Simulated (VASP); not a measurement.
A run of VASP 6.6.1:

File POSCAR:

```
Al2O3
1.0
    5.1292950911      0.0001638257      0.0001120115
    2.9216088271      4.2159067850      0.0001095615
    2.9216088271      1.5299806851      3.9284894216
Al O
4 6
Direct
    0.3519207586      0.3519207586      0.3519207586
    0.1480792414      0.1480792414      0.1480792414
    0.6480792414      0.6480792414      0.6480792414
    0.8519207586      0.8519207586      0.8519207586
    0.5563662180      0.9436337820      0.2500000000
    0.2500000000      0.5563662180      0.9436337820
    0.9436337820      0.2500000000      0.5563662180
    0.4436337820      0.0563662180      0.7500000000
    0.7500000000      0.4436337820      0.0563662180
    0.0563662180      0.7500000000      0.4436337820
```

The input INCAR.step1:

```
  PREC = Accurate
  ENCUT = 520
  ISMEAR = -1
  SIGMA = 0.1
  LREAL = False
  LASPH = True
  NELM = 80
  NBANDS = 35
  GGA = PE
  ALGO = Normal
  EDIFF = 1E-4
  LWAVE = True
  LCHARG = False
```

Contents of INCAR.step2:

```
  PREC = Accurate
  ENCUT = 520
  EDIFF = 1E-7
  ISMEAR = -1
  SIGMA = 0.1
  LREAL = False
  LASPH = True
  NELM = 80
  ALGO = Normal
  ISIF = 2
  LWAVE = False
  LCHARG = True
  METAGGA = R2SCAN
  LMIXTAU = True
  LELF = True
  LVHAR = True
  NBANDS = 35
  ISTART = 1
```

KPOINTS

```
regular mesh
0
Gamma
  5 5 5
```

Potentials or basis: VASP PAW PBE potentials, release 64 (Al, O).

Run with:

```sh
$ cat potpaw_PBE.64/Al/POTCAR potpaw_PBE.64/O/POTCAR > POTCAR
$ cp INCAR.step1 INCAR
$ mpirun -np 1 vasp_std > vasp.out
$ cp INCAR.step2 INCAR
$ mpirun -np 1 vasp_std > vasp.out
```

Hardware: 1 thread of AMD EPYC 7R13 (shared host).

**Question.** How long does it take, and how much memory?

**Answer.** Run time: 9.9 min on 1 thread of AMD EPYC 7R13, with other jobs on the host, peak memory 0.23 GiB. Counts: k points 19.
